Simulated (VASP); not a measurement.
# Ba2Sr3Al2 (Immm) in VASP: single point with r2SCAN

Aim: the single point of Ba2Sr3Al2 with r2SCAN.

All numbers are computed with VASP 6.6.1; they aren't measurements. Logs are shortened: lines on timing, memory, paths and dates and some standing lists are left out, and cuts for length are marked.

## 1. The cell of the first run

It takes space group Immm (No. 71, orthorhombic). The conventional cell has a = 5.378 Å, b = 5.393 Å, c = 21.899 Å, α = 90.00°, β = 90.00°, γ = 90.00°. Within 4.6 Å of Ba (site symmetry mm2) lie 2 Al at 3.51 Å and 7 Sr at 3.81 to 4.43 Å. Within 3.6 Å of Al (site symmetry mm2) lie 1 Al at 2.53 Å and 2 Sr at 3.43 Å and 2 Ba at 3.51 Å. Sr (site symmetry mmm) has 8 Al at 4.01 Å and 8 Sr at 4.32 to 5.39 Å and 4 Ba at 4.43 Å within 5.4 Å. Within 4.5 Å of Sr (site symmetry mm2) lie 2 Al at 3.43 Å and 5 Ba at 3.81 to 4.05 Å and 2 Sr at 4.32 Å.

## 2. Single point, r2SCAN

POSCAR

```
Ba2Sr3Al2
1.0
    0.0000000000      0.0000001312      5.3928350613
    5.3777331187     -0.0000001308      0.0000000000
    2.6888668256     10.9493823253     -2.6964177969
Ba Al Sr
2 2 3
Direct
    0.3396121634      0.6603878366      0.6792243268
    0.6603878366      0.3396121634      0.3207756732
    0.4423040306      0.0576959694      0.8846080612
    0.5576959694      0.9423040306      0.1153919388
    0.0000000000      0.5000000000      0.0000000000
    0.1544842839      0.8455157161      0.3089685678
    0.8455157161      0.1544842839      0.6910314322
```

INCAR.step1

```
PREC     = Accurate       # precision mode
ENCUT    = 520            # plane-wave cutoff, eV
ISMEAR   = 1              # smearing method
SIGMA    = 0.1791         # smearing width, eV
LREAL    = False          # projectors in reciprocal space
LASPH    = True           # aspherical terms in the spheres
NELM     = 100            # most SCF steps
NBANDS   = 37             # bands
GGA      = PE             # functional
ALGO     = Normal         # electronic algorithm
EDIFF    = 1E-4           # SCF threshold, eV
LWAVE    = True           # write WAVECAR
LCHARG   = False          # write CHGCAR
```

INCAR.step2

```
PREC     = Accurate       # precision mode
ENCUT    = 520            # plane-wave cutoff, eV
EDIFF    = 1E-6           # SCF threshold, eV
ISMEAR   = 1              # smearing method
SIGMA    = 0.1791         # smearing width, eV
LREAL    = False          # projectors in reciprocal space
LASPH    = True           # aspherical terms in the spheres
NELM     = 100            # most SCF steps
ALGO     = Normal         # electronic algorithm
ISIF     = 2              # what is computed and relaxed
LWAVE    = False          # write WAVECAR
LCHARG   = True           # write CHGCAR
METAGGA  = R2SCAN         # meta-GGA
LMIXTAU  = True         
LELF     = True           # ELF
LVHAR    = True         
NBANDS   = 37             # bands
ISTART   = 1
```

KPOINTS

```
Automatic mesh
0
Gamma
  5 5 5
```

Potentials or basis: VASP PAW PBE potentials, release 64 (Ba_sv, Al, Sr_sv).

The run is started by

```sh
$ cat potpaw_PBE.64/Ba_sv/POTCAR potpaw_PBE.64/Al/POTCAR potpaw_PBE.64/Sr_sv/POTCAR > POTCAR
$ cp INCAR.step1 INCAR
$ mpirun -np 1 vasp_std > vasp.out
$ cp INCAR.step2 INCAR
$ mpirun -np 1 vasp_std > vasp.out
```

OUTCAR:

```text
PREC = Accurate
   ENCUT = 520
   EDIFF = 1E-6
   ISMEAR = 1
   LREAL = False
   LASPH = True
   NELM = 100
   ISIF = 2
   METAGGA = R2SCAN
   ISTART = 1

 ion  position               nearest neighbor table
   1  0.340  0.660  0.679-   3 3.51   3 3.51   7 3.81   7 3.81   7 3.81   7 3.81   6 4.05   5 4.43
                             5 4.43
   2  0.660  0.340  0.321-   4 3.51   4 3.51   6 3.81   6 3.81   6 3.81   6 3.81   7 4.05   5 4.43
                             5 4.43
   3  0.442  0.058  0.885-   4 2.53   7 3.43   7 3.43   1 3.51   1 3.51   5 4.01   5 4.01   5 4.01
                             5 4.01
   4  0.558  0.942  0.115-   3 2.53   6 3.43   6 3.43   2 3.51   2 3.51   5 4.01   5 4.01   5 4.01
                             5 4.01
   5  0.000  0.500  0.000-   3 4.01   4 4.01   3 4.01   4 4.01   4 4.01   3 4.01   3 4.01   4 4.01
                             7 4.32   6 4.32   7 4.32   6 4.32   1 4.43   2 4.43   1 4.43   2 4.43
   6  0.154  0.846  0.309-   4 3.43   4 3.43   2 3.81   2 3.81   2 3.81   2 3.81   1 4.05   5 4.32
                             5 4.32
   7  0.846  0.154  0.691-   3 3.43   3 3.43   1 3.81   1 3.81   1 3.81   1 3.81   2 4.05   5 4.32
                             5 4.32

  LATTYP: Found a body centered orthorhombic cell.
 ALAT       =     5.3777331187
 B/A-ratio  =     1.0028082358
 C/A-ratio  =     4.0721182010

  Lattice vectors:

 A1 = (  -2.6888668256, -10.9493823253,   2.6964177969)
 A2 = (   2.6888662931, -10.9493825873,  -2.6964172644)
 A3 = (   2.6888668256,  10.9493824565,   2.6964172644)

Analysis of symmetry for initial positions (statically):
=====================================================================
 Subroutine PRICEL returns:
 Original cell was already a primitive cell.

 Routine SETGRP: Setting up the symmetry group for a
 body centered orthorhombic supercell.

 Subroutine GETGRP returns: Found  8 space group operations
 (whereof  8 operations were pure point group operations)
 out of a pool of  8 trial point group operations.

The static configuration has the point symmetry D_2h.

Analysis of symmetry for dynamics (positions and initial velocities):
=====================================================================
 Subroutine PRICEL returns:
 Original cell was already a primitive cell.

 Routine SETGRP: Setting up the symmetry group for a
 body centered orthorhombic supercell.

 Subroutine GETGRP returns: Found  8 space group operations
 (whereof  8 operations were pure point group operations)
 out of a pool of  8 trial point group operations.

The dynamic configuration has the point symmetry D_2h.

 Subroutine INISYM returns: Found  8 space group operations
 (whereof  8 operations are pure point group operations),
 and found     1 'primitive' translations

----------------------------------------------------------------------------------------

                                     Primitive cell

  volume of cell :     317.5455

  direct lattice vectors                    reciprocal lattice vectors
     0.000000000  0.000000131  5.392835061     0.000000001  0.045664680  0.185431222
     5.377733119 -0.000000131  0.000000000     0.185951956 -0.045664680  0.000000001
     2.688866826 10.949382325 -2.696417797     0.000000002  0.091329352 -0.000000002

  length of vectors
     5.392835061  5.377733119 11.592654875     0.190971205  0.191476874  0.091329352

  position of ions in fractional coordinates (direct lattice)
     0.339612163  0.660387837  0.679224327
     0.660387837  0.339612163  0.320775673
     0.442304031  0.057695969  0.884608061
     0.557695969  0.942304031  0.115391939
     0.000000000  0.500000000  0.000000000
     0.154484284  0.845515716  0.308968568
     0.845515716  0.154484284  0.691031432

  ion indices of the primitive-cell ions
   primitive index   ion index
                 1           1
                 2           2
                 3           3
                 4           4
                 5           5
                 6           6
                 7           7

----------------------------------------------------------------------------------------

 KPOINTS: Automatic mesh

Automatic generation of k-mesh.
 Grid dimensions read from file:
 generate k-points for:    5    5    5

 Generating k-lattice:

  Cartesian coordinates                     Fractional coordinates (reciprocal lattice)
     0.000000000  0.009132936  0.037086244     0.200000000  0.000000000 -0.000000000
     0.037190391 -0.009132936  0.000000000     0.000000000  0.200000000  0.000000000
     0.000000000  0.018265870 -0.000000000     0.000000000  0.000000000  0.200000000

  Length of vectors
     0.038194241  0.038295375  0.018265870

  Shift w.r.t. Gamma in fractional coordinates (k-lattice)
     0.000000000  0.000000000  0.000000000

 Subroutine IBZKPT returns following result:
 ===========================================

 Found     27 irreducible k-points:

 Following reciprocal coordinates:
            Coordinates               Weight
  0.000000  0.000000  0.000000      1.000000
  0.200000 -0.000000  0.000000      4.000000
  0.400000  0.000000  0.000000      4.000000
  0.000000  0.200000 -0.000000      4.000000
  0.200000  0.200000 -0.000000      4.000000
  0.400000  0.200000  0.000000      8.000000
[... 16 lines left out ...]
  0.200000 -0.200000  0.200000      8.000000
  0.400000 -0.200000  0.200000      4.000000
 [... further k-points ...]
   k-points           NKPTS =     27   k-points in BZ     NKDIM =     27   number of bands    NBANDS=     37
   number of dos      NEDOS =    301   number of ions     NIONS =      7
   total plane-waves  NPLWV = 144000
   dimension x,y,z NGX =    40 NGY =   40 NGZ =   90
   dimension x,y,z NGXF=    80 NGYF=   80 NGZF=  180
   ions per type =               2   2   3
   NGX,Y,Z   is equivalent  to a cutoff of  12.33, 12.37, 12.91 a.u.
   NGXF,Y,Z  is equivalent  to a cutoff of  24.66, 24.73, 25.81 a.u.
 SYSTEM =  unknown system
   PREC   = accura    normal or accurate (medium, high low for compatibility)
   ISTART =      1    job   : 0-new  1-cont  2-samecut
   ICHARG =      0    charge: 1-file 2-atom 10-const
   ISPIN  =      1    spin polarized calculation?
   LNONCOLLINEAR =      F non collinear calculations
   LSORBIT =      F    spin-orbit coupling
   LASPH  =      T    aspherical Exc in radial PAW
   ENCUT  =  520.0 eV  38.22 Ry    6.18 a.u.  10.03 10.00 21.55*2*pi/ulx,y,z
   NELM   =    100;   NELMIN=  2; NELMDL=  0     # of ELM steps
   EDIFF  = 0.1E-05   stopping-criterion for ELM
   LREAL  =      F    real-space projection
   EDIFFG = 0.1E-04   stopping-criterion for IOM
   NSW    =      0    number of steps for IOM
   IBRION =     -1    ionic relax: 0-MD 1-quasi-New 2-CG
   NFREE  =      0    steps in history (QN), initial steepest desc. (CG)
   ISIF   =      2    stress and relaxation
   ISYM   =      2    0-nonsym 1-usesym 2-fastsym
   POTIM  = 0.5000    time-step for ionic-motion
   TEBEG  =    0.0;   TEEND  =   0.0 temperature during run
   PSTRESS=    0.0 pullay stress
   NELECT =      56.0000    total number of electrons
   NUPDOWN=      -1.0000    fix difference up-down
   EMIN   =  10.00;   EMAX   =-10.00  energy-range for DOS
   EFERMI =   0.00;   METHOD = LEGACY
   ISMEAR =     1;   SIGMA  =   0.18  broadening in eV -4-tet -1-fermi 0-gaus
   EFERMI_NEDOS =   21; number of points for ismear=-14 and -15
   IALGO  =     38    algorithm
   IMIX   =      4    mixing-type and parameters
     AMIX     =   0.40;   BMIX     =  1.00
     AMIX_MAG =   1.60;   BMIX_MAG =  1.00
  volume/ion in A,a.u.               =      45.36       306.13
  Fermi-wavevector in a.u.,A,eV,Ry     =   0.918055  1.734873 11.467337  0.842826
  Thomas-Fermi vector in A             =   2.043094
   LORBIT       =      0    0 simple, 1 ext, 2 COOP (PROOUT), +10 PAW based schemes
   METAGGA = R2SCAN    functional components
   LHFCALC =     F    Hartree Fock is set to
   AEXX    =    0.0000 exact exchange contribution
   IVDW    =     0    specifies the selected vdW correction
   LEPSILON=     F    determine dielectric tensor
   LRPA    =     F    only Hartree local field effects (RPA)
 non-spin polarized calculation
 Methfessel and Paxton  Order N= 1 SIGMA  =   0.18
  energy-cutoff  :      520.00
  volume of cell :      317.55
 maximum number of plane-waves:      8572
   NGX = 21   NGY = 19   NGZ = 43

 number of electron      56.0000002 magnetization

 Free energy of the ion-electron system (eV)
  ---------------------------------------------------
  ext. energy  EPLUGINS =         0.00000000
  ---------------------------------------------------
  free energy    TOTEN  =      -111.01715956 eV

  energy without entropy =     -111.01329835  energy(sigma->0) =     -111.01587249

 E-fermi :   2.0846     XC(G=0):  -8.1535

 val. band max:        2.0796240384   @ k =   0.4000   0.4000   0.0000
 cond. band min:       2.0879263432   @ k =   0.4000   0.4000   0.0000
 fundamental gap:      0.0083023049
 Fermi energy:         2.0845997189

 k-point     1 :       0.0000    0.0000    0.0000
  band No.  band energies     occupation
      1     -35.8581      2.00000
      2     -35.7991      2.00000
      3     -35.7991      2.00000
      4     -27.5191      2.00000
      5     -27.5173      2.00000
      6     -17.2534      2.00000
[... 29 lines left out ...]
     36       4.3368     -0.00000
     37       4.3411     -0.00000

 k-point     2 :       0.2000   -0.0000    0.0000
  band No.  band energies     occupation
      1     -35.8581      2.00000
      2     -35.7990      2.00000
      3     -35.7989      2.00000
      4     -27.5188      2.00000
      5     -27.5174      2.00000
      6     -17.2519      2.00000
[... 29 lines left out ...]
     36       3.8979     -0.00000
     37       4.3898     -0.00000
[... 838 lines left out ...]
     36       4.0436     -0.00000
     37       4.4801     -0.00000

 k-point    24 :       0.4000   -0.2000    0.2000
  band No.  band energies     occupation
      1     -35.8579      2.00000
      2     -35.7989      2.00000
      3     -35.7987      2.00000
      4     -27.5175      2.00000
      5     -27.5170      2.00000
      6     -17.2653      2.00000
[... 29 lines left out ...]
     36       3.9937     -0.00000
     37       4.0814     -0.00000

 [... further k-points ...]

------------------------ aborting loop because EDIFF is reached ----------------------------------------

  FORCE on cell =-STRESS in cart. coord.  units (eV):
  Direction    XX          YY          ZZ          XY          YZ          ZX
  --------------------------------------------------------------------------------------
  -------------------------------------------------------------------------------------
  Total        0.1575532      0.2836486      0.0692203      0.0000000     -0.0000000     -0.0000000
  in kB        0.7949353      1.4311503      0.3492512      0.0000000     -0.0000000     -0.0000000
  external PRESSURE =       0.8584456 kB  Pullay stress =       0.0000000 kB

 VOLUME and BASIS-vectors are now :
 -----------------------------------------------------------------------------
  energy-cutoff  :      520.00
  volume of cell :      317.55
      direct lattice vectors                 reciprocal lattice vectors
     0.000000000  0.000000131  5.392835061     0.000000001  0.045664680  0.185431222
     5.377733119 -0.000000131  0.000000000     0.185951956 -0.045664680  0.000000001
     2.688866826 10.949382325 -2.696417797     0.000000002  0.091329352 -0.000000002

 POSITION                                       TOTAL-FORCE (eV/Angst)
 -----------------------------------------------------------------------------------
      5.37773      7.43709     -0.00000        -0.000000     -0.029662      0.000000
      2.68887      3.51230      2.69642         0.000000      0.029662     -0.000000
      2.68887      9.68591     -0.00000         0.000000      0.013518     -0.000000
      5.37773      1.26347      2.69642        -0.000000     -0.013518      0.000000
      2.68887     -0.00000      0.00000         0.000000     -0.000000      0.000000
      5.37773      3.38301     -0.00000         0.000000      0.019058     -0.000000
      2.68887      7.56637      2.69642        -0.000000     -0.019058      0.000000
 -----------------------------------------------------------------------------------
    total drift:                                0.000000     -0.000000      0.000000

  FREE ENERGIE OF THE ION-ELECTRON SYSTEM (eV)
  ---------------------------------------------------
  free  energy   TOTEN  =      -111.0171595617 eV

  energy  without entropy=     -111.0132983470  energy(sigma->0) =     -111.01587249
```

Run time: 42 min. Hardware: 1 thread of Intel Xeon 8259CL, shared host; peak memory 0.6 GiB.

What came out:

```
Free energy            : -111.0172 eV
Pressure               : 0.1 GPa
Largest force          : 0.030 eV/Å
Band gap on the k mesh : zero (bands 28 and 29 overlap by 0.26 eV)
```

Forces on the atoms (eV/Å):
```
Ba   0.000 -0.030  0.000
Ba   0.000  0.030  0.000
Al   0.000  0.014  0.000
Al   0.000 -0.014  0.000
Sr   0.000  0.000  0.000
Sr   0.000  0.019  0.000
Sr   0.000 -0.019  0.000
```

Stress tensor (GPa, compression positive):
```
0.08 0.00 0.00
0.00 0.14 0.00
0.00 0.00 0.03
```

Caveat: the PAW data sets were made with another functional, which shifts forces and pressure a little; spin-orbit coupling is left out, which moves the levels of the heavy elements.
